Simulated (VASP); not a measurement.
# W (Pm-3n) in VASP: further runs

W is run at these levels: PBEsol; tasks: single point.

Program: VASP 6.6.1. These are calculated values, not measurements. Logs are shortened: lines on timing, memory, paths and dates and some standing lists are left out, and cuts for length are marked.

## Step 1: The cell of the first run

The structure is cubic, space group Pm-3n (No. 223). Conventional cell: a = 5.032 Å, b = 5.032 Å, c = 5.032 Å, α = 90.00°, β = 90.00°, γ = 90.00°. W (site symmetry m-3) has 12 W at 2.81 Å within 3.7 Å. Within 3.3 Å of W (site symmetry -4m2) lie 14 W at 2.52 to 3.08 Å.

## Step 2: Single point, PBEsol

The input, INCAR:

```
  PREC = Accurate
  ENCUT = 520
  EDIFF = 1E-6
  ISMEAR = 0
  SIGMA = 0.1
  LREAL = False
  LASPH = True
  NELM = 80
  ALGO = Fast
  ISIF = 2
  LWAVE = False
  LCHARG = False
  GGA = PS
  NBANDS = 66
```

The input, KPOINTS:

```
Automatic mesh
0
Gamma
  8 8 8
```

The input, POSCAR:

```
W
1.0
    5.0320434148      0.0000000000      0.0000000000
    0.0000000000      5.0320434148      0.0000000000
    0.0000000000      0.0000000000      5.0320434148
W
8
Direct
    0.0000000000      0.0000000000      0.0000000000
    0.5000000000      0.5000000000      0.5000000000
    0.0000000000      0.5000000000      0.2500000000
    0.0000000000      0.5000000000      0.7500000000
    0.2500000000      0.0000000000      0.5000000000
    0.7500000000      0.0000000000      0.5000000000
    0.5000000000      0.7500000000      0.0000000000
    0.5000000000      0.2500000000      0.0000000000
```

Potentials or basis: VASP PAW PBE potentials, release 64 (W_sv).

Command:

```
> cat potpaw_PBE.64/W_sv/POTCAR > POTCAR
> mpirun -np 1 vasp_std > vasp.out
```

OUTCAR:

```text
PREC = Accurate
   ENCUT = 520
   EDIFF = 1E-6
   ISMEAR = 0
   LREAL = False
   LASPH = True
   NELM = 80
   ISIF = 2
   GGA = PS

 ion  position               nearest neighbor table
   1  0.000  0.000  0.000-   3 2.81   4 2.81   5 2.81   6 2.81   7 2.81   8 2.81   5 2.81   6 2.81
                             3 2.81   4 2.81   7 2.81   8 2.81
   2  0.500  0.500  0.500-   3 2.81   4 2.81   5 2.81   6 2.81   7 2.81   8 2.81   7 2.81   8 2.81
                             5 2.81   6 2.81   3 2.81   4 2.81
   3  0.000  0.500  0.250-   4 2.52   4 2.52   1 2.81   2 2.81   1 2.81   2 2.81   8 3.08   5 3.08
                             6 3.08   5 3.08   6 3.08   7 3.08   7 3.08   8 3.08
   4  0.000  0.500  0.750-   3 2.52   3 2.52   1 2.81   2 2.81   1 2.81   2 2.81   8 3.08   5 3.08
                             6 3.08   5 3.08   6 3.08   7 3.08   7 3.08   8 3.08
   5  0.250  0.000  0.500-   6 2.52   6 2.52   1 2.81   1 2.81   2 2.81   2 2.81   8 3.08   4 3.08
                             7 3.08   8 3.08   3 3.08   3 3.08   4 3.08   7 3.08
   6  0.750  0.000  0.500-   5 2.52   5 2.52   1 2.81   1 2.81   2 2.81   2 2.81   8 3.08   4 3.08
                             7 3.08   8 3.08   3 3.08   3 3.08   4 3.08   7 3.08
   7  0.500  0.750  0.000-   8 2.52   8 2.52   1 2.81   2 2.81   2 2.81   1 2.81   3 3.08   4 3.08
                             5 3.08   6 3.08   5 3.08   6 3.08   3 3.08   4 3.08
   8  0.500  0.250  0.000-   7 2.52   7 2.52   1 2.81   2 2.81   2 2.81   1 2.81   3 3.08   4 3.08
                             5 3.08   6 3.08   5 3.08   6 3.08   3 3.08   4 3.08

  LATTYP: Found a simple cubic cell.
 ALAT       =     5.0320434148

  Lattice vectors:

 A1 = (   5.0320434148,   0.0000000000,   0.0000000000)
 A2 = (   0.0000000000,   5.0320434148,   0.0000000000)
 A3 = (   0.0000000000,   0.0000000000,   5.0320434148)

Analysis of symmetry for initial positions (statically):
=====================================================================
 Subroutine PRICEL returns:
 Original cell was already a primitive cell.

 Routine SETGRP: Setting up the symmetry group for a
 simple cubic supercell.

 Subroutine GETGRP returns: Found 48 space group operations
 (whereof 24 operations were pure point group operations)
 out of a pool of 48 trial point group operations.

The static configuration has the point symmetry T_h .
 The point group associated with its full space group is O_h .

Analysis of symmetry for dynamics (positions and initial velocities):
=====================================================================
 Subroutine PRICEL returns:
 Original cell was already a primitive cell.

 Routine SETGRP: Setting up the symmetry group for a
 simple cubic supercell.

 Subroutine GETGRP returns: Found 48 space group operations
 (whereof 24 operations were pure point group operations)
 out of a pool of 48 trial point group operations.

The dynamic configuration has the point symmetry T_h .
 The point group associated with its full space group is O_h .

 Subroutine INISYM returns: Found 48 space group operations
 (whereof 24 operations are pure point group operations),
 and found     1 'primitive' translations

----------------------------------------------------------------------------------------

                                     Primitive cell

  volume of cell :     127.4187

  direct lattice vectors                    reciprocal lattice vectors
     5.032043415  0.000000000  0.000000000     0.198726425  0.000000000  0.000000000
     0.000000000  5.032043415  0.000000000     0.000000000  0.198726425  0.000000000
     0.000000000  0.000000000  5.032043415     0.000000000  0.000000000  0.198726425

  length of vectors
     5.032043415  5.032043415  5.032043415     0.198726425  0.198726425  0.198726425

  position of ions in fractional coordinates (direct lattice)
     0.000000000  0.000000000  0.000000000
     0.500000000  0.500000000  0.500000000
     0.000000000  0.500000000  0.250000000
     0.000000000  0.500000000  0.750000000
     0.250000000  0.000000000  0.500000000
     0.750000000  0.000000000  0.500000000
     0.500000000  0.750000000  0.000000000
     0.500000000  0.250000000  0.000000000

  ion indices of the primitive-cell ions
   primitive index   ion index
                 1           1
                 2           2
                 3           3
                 4           4
                 5           5
                 6           6
                 7           7
                 8           8

----------------------------------------------------------------------------------------

 KPOINTS: Automatic mesh

Automatic generation of k-mesh.
 Grid dimensions read from file:
 generate k-points for:    8    8    8

 Generating k-lattice:

  Cartesian coordinates                     Fractional coordinates (reciprocal lattice)
     0.024840803  0.000000000  0.000000000     0.125000000  0.000000000  0.000000000
     0.000000000  0.024840803  0.000000000     0.000000000  0.125000000  0.000000000
     0.000000000  0.000000000  0.024840803     0.000000000  0.000000000  0.125000000

  Length of vectors
     0.024840803  0.024840803  0.024840803

  Shift w.r.t. Gamma in fractional coordinates (k-lattice)
     0.000000000  0.000000000  0.000000000

 Subroutine IBZKPT returns following result:
 ===========================================

 Found     35 irreducible k-points:

 Following reciprocal coordinates:
            Coordinates               Weight
  0.000000  0.000000  0.000000      1.000000
  0.125000  0.000000  0.000000      6.000000
  0.250000  0.000000  0.000000      6.000000
  0.375000  0.000000  0.000000      6.000000
  0.500000  0.000000  0.000000      3.000000
  0.125000  0.125000  0.000000     12.000000
[... 16 lines left out ...]
  0.375000  0.375000  0.125000     24.000000
  0.500000  0.375000  0.125000     24.000000
 [... further k-points ...]
   k-points           NKPTS =     35   k-points in BZ     NKDIM =     35   number of bands    NBANDS=     66
   number of dos      NEDOS =    301   number of ions     NIONS =      8
   total plane-waves  NPLWV =  64000
   dimension x,y,z NGX =    40 NGY =   40 NGZ =   40
   dimension x,y,z NGXF=    80 NGYF=   80 NGZF=   80
   ions per type =               8
   NGX,Y,Z   is equivalent  to a cutoff of  13.21, 13.21, 13.21 a.u.
   NGXF,Y,Z  is equivalent  to a cutoff of  26.43, 26.43, 26.43 a.u.
 SYSTEM =  unknown system
   PREC   = accura    normal or accurate (medium, high low for compatibility)
   ISTART =      0    job   : 0-new  1-cont  2-samecut
   ICHARG =      2    charge: 1-file 2-atom 10-const
   ISPIN  =      1    spin polarized calculation?
   LNONCOLLINEAR =      F non collinear calculations
   LSORBIT =      F    spin-orbit coupling
   LASPH  =      T    aspherical Exc in radial PAW
   ENCUT  =  520.0 eV  38.22 Ry    6.18 a.u.   9.36  9.36  9.36*2*pi/ulx,y,z
   NELM   =     80;   NELMIN=  2; NELMDL= -5     # of ELM steps
   EDIFF  = 0.1E-05   stopping-criterion for ELM
   LREAL  =      F    real-space projection
   EDIFFG = 0.1E-04   stopping-criterion for IOM
   NSW    =      0    number of steps for IOM
   IBRION =     -1    ionic relax: 0-MD 1-quasi-New 2-CG
   NFREE  =      0    steps in history (QN), initial steepest desc. (CG)
   ISIF   =      2    stress and relaxation
   ISYM   =      2    0-nonsym 1-usesym 2-fastsym
   POTIM  = 0.5000    time-step for ionic-motion
   TEBEG  =    0.0;   TEEND  =   0.0 temperature during run
   PSTRESS=    0.0 pullay stress
   NELECT =     112.0000    total number of electrons
   NUPDOWN=      -1.0000    fix difference up-down
   EMIN   =  10.00;   EMAX   =-10.00  energy-range for DOS
   EFERMI =   0.00;   METHOD = LEGACY
   ISMEAR =     0;   SIGMA  =   0.10  broadening in eV -4-tet -1-fermi 0-gaus
   EFERMI_NEDOS =   21; number of points for ismear=-14 and -15
   IALGO  =     68    algorithm
   IMIX   =      4    mixing-type and parameters
     AMIX     =   0.40;   BMIX     =  1.00
     AMIX_MAG =   1.60;   BMIX_MAG =  1.00
  volume/ion in A,a.u.               =      15.93       107.48
  Fermi-wavevector in a.u.,A,eV,Ry     =   1.568206  2.963480 33.460403  2.459270
  Thomas-Fermi vector in A             =   2.670272
   LORBIT       =      0    0 simple, 1 ext, 2 COOP (PROOUT), +10 PAW based schemes
   GGA     = PS    functional components
   LHFCALC =     F    Hartree Fock is set to
   AEXX    =    0.0000 exact exchange contribution
   IVDW    =     0    specifies the selected vdW correction
   LEPSILON=     F    determine dielectric tensor
   LRPA    =     F    only Hartree local field effects (RPA)
 non-spin polarized calculation
 RMM-DIIS sequential band-by-band and
 Gauss-broadening in eV      SIGMA  =   0.10
  energy-cutoff  :      520.00
  volume of cell :      127.42
 maximum number of plane-waves:      3468
 NGX is ok and might be reduce to    40
   NGX = 19   NGY = 19   NGZ = 19

 number of electron     111.9999961 magnetization

 Free energy of the ion-electron system (eV)
  ---------------------------------------------------
  ext. energy  EPLUGINS =         0.00000000
  ---------------------------------------------------
  free energy    TOTEN  =      -109.68421907 eV

  energy without entropy =     -109.67417033  energy(sigma->0) =     -109.67919470

 E-fermi :  10.9782     XC(G=0): -13.7194

 val. band max:       10.9213723356   @ k =   0.3750   0.3750   0.1250
 cond. band min:      10.9931648995   @ k =   0.1250   0.1250   0.0000
 fundamental gap:      0.0717925638
 Fermi energy:        10.9781946815

 k-point     1 :       0.0000    0.0000    0.0000
  band No.  band energies     occupation
      1     -63.0018      2.00000
      2     -62.9511      2.00000
      3     -62.9511      2.00000
      4     -62.8007      2.00000
      5     -62.8007      2.00000
      6     -62.8007      2.00000
[... 58 lines left out ...]
     65      12.8351      0.00000
     66      13.9910      0.00000

 k-point     2 :       0.1250    0.0000    0.0000
  band No.  band energies     occupation
      1     -62.9982      2.00000
      2     -62.9522      2.00000
      3     -62.9469      2.00000
      4     -62.8072      2.00000
      5     -62.8007      2.00000
      6     -62.8007      2.00000
[... 1507 lines left out ...]
     65      13.7538      0.00000
     66      13.8452      0.00000

 k-point    24 :       0.5000    0.3750    0.1250
  band No.  band energies     occupation
      1     -62.9585      2.00000
      2     -62.9186      2.00000
      3     -62.8848      2.00000
      4     -62.8812      2.00000
      5     -62.8510      2.00000
      6     -62.8070      2.00000
[... 58 lines left out ...]
     65      13.4899      0.00000
     66      13.8570      0.00000

 [... further k-points ...]
[... 5 lines left out ...]
  --------------------------------------------------------------------------------------
  -------------------------------------------------------------------------------------
  Total        0.5954303      0.5954303      0.5954303      0.0000000      0.0000000      0.0000000
  in kB        7.4870097      7.4870097      7.4870097      0.0000000      0.0000000      0.0000000
  external PRESSURE =       7.4870097 kB  Pullay stress =       0.0000000 kB

 VOLUME and BASIS-vectors are now :
 -----------------------------------------------------------------------------
  energy-cutoff  :      520.00
  volume of cell :      127.42
      direct lattice vectors                 reciprocal lattice vectors
     5.032043415  0.000000000  0.000000000     0.198726425  0.000000000  0.000000000
     0.000000000  5.032043415  0.000000000     0.000000000  0.198726425  0.000000000
     0.000000000  0.000000000  5.032043415     0.000000000  0.000000000  0.198726425

 POSITION                                       TOTAL-FORCE (eV/Angst)
 -----------------------------------------------------------------------------------
      0.00000      0.00000      0.00000        -0.000000      0.000000      0.000000
      2.51602      2.51602      2.51602        -0.000000      0.000000      0.000000
      0.00000      2.51602      1.25801        -0.000000      0.000000      0.000000
      0.00000      2.51602      3.77403         0.000000     -0.000000     -0.000000
      1.25801      0.00000      2.51602         0.000000      0.000000     -0.000000
      3.77403      0.00000      2.51602        -0.000000     -0.000000      0.000000
      2.51602      3.77403      0.00000         0.000000     -0.000000     -0.000000
      2.51602      1.25801      0.00000        -0.000000      0.000000      0.000000
 -----------------------------------------------------------------------------------
    total drift:                               -0.000000     -0.000000      0.000000

  FREE ENERGIE OF THE ION-ELECTRON SYSTEM (eV)
  ---------------------------------------------------
  free  energy   TOTEN  =      -109.6842190705 eV

  energy  without entropy=     -109.6741703331  energy(sigma->0) =     -109.67919470
```

Wall time 5.5 min (1 thread of Intel Xeon Platinum 8259CL at 2.50GHz (Skylake/Cascade Lake), shared host); peak memory 0.36 GiB.

What came out:

| Quantity | Value |
| --- | --- |
| Free energy | -109.6842 eV |
| Pressure | 0.7 GPa |
| Band gap on the k mesh | zero (band 56 reaches 11.41 eV, above the bottom of band 57 at 10.48 eV) |

Caveat: the PAW data sets were made with another functional, which shifts forces and pressure a little; spin-orbit coupling is left out, which moves the levels of the heavy elements.

## Step 3: Single point, PBEsol

The input, INCAR:

```
SYSTEM = W
ALGO     = Fast           ! electronic algorithm
EDIFF    = 1E-7           ! SCF threshold, eV
ENCUT    = 520            ! plane-wave cutoff, eV
GGA      = PS             ! functional
ISIF     = 2              ! what is computed and relaxed
ISMEAR   = 0              ! smearing method
LASPH    = .True.         ! aspherical terms in the spheres
LCHARG   = .False.        ! write CHGCAR
LREAL    = .False.        ! projectors in reciprocal space
LWAVE    = .False.        ! write WAVECAR
NBANDS   = 66             ! bands
NELM     = 80             ! most SCF steps
PREC     = Accurate       ! precision mode
SIGMA    = 0.15           ! smearing width, eV
```

The input, KPOINTS:

```
k-points
0
Gamma
  8 8 8
  0 0 0
```

POSCAR is that of step 2.

Potentials or basis: VASP PAW PBE potentials, release 64 (W_sv).

Command:

```
> cat potpaw_PBE.64/W_sv/POTCAR > POTCAR
> mpirun -np 1 vasp_std > vasp.out
```

It took 6 min on 1 thread of Intel Xeon Platinum 8259CL at 2.50GHz (Skylake/Cascade Lake), shared host; peak memory 0.36 GiB.

Results (log left out):

| Item | Value |
| --- | --- |
| Free energy | -109.6907 eV |
| Pressure | 0.8 GPa |
| Band gap on the k mesh | zero (band 56 reaches 11.41 eV, above the bottom of band 57 at 10.48 eV) |

Levels at points of the mesh, in eV from the Fermi level:
```csv
k point,band 54,band 55,band 56,band 57,band 58,band 59
"(0.00, 0.00, 0.00)",-1.51,-0.50,-0.50,-0.50,1.65,1.65
"(0.50, 0.00, 0.00)",-1.15,-0.94,-0.94,0.55,0.55,0.82
"(0.50, 0.50, 0.00)",-0.97,-0.97,0.29,0.29,0.32,0.58
"(0.50, 0.50, 0.50)",-1.38,-1.38,-1.38,1.37,1.37,1.37
```

Caveat: the PAW data sets were made with another functional, which shifts forces and pressure a little; spin-orbit coupling is left out, which moves the levels of the heavy elements.
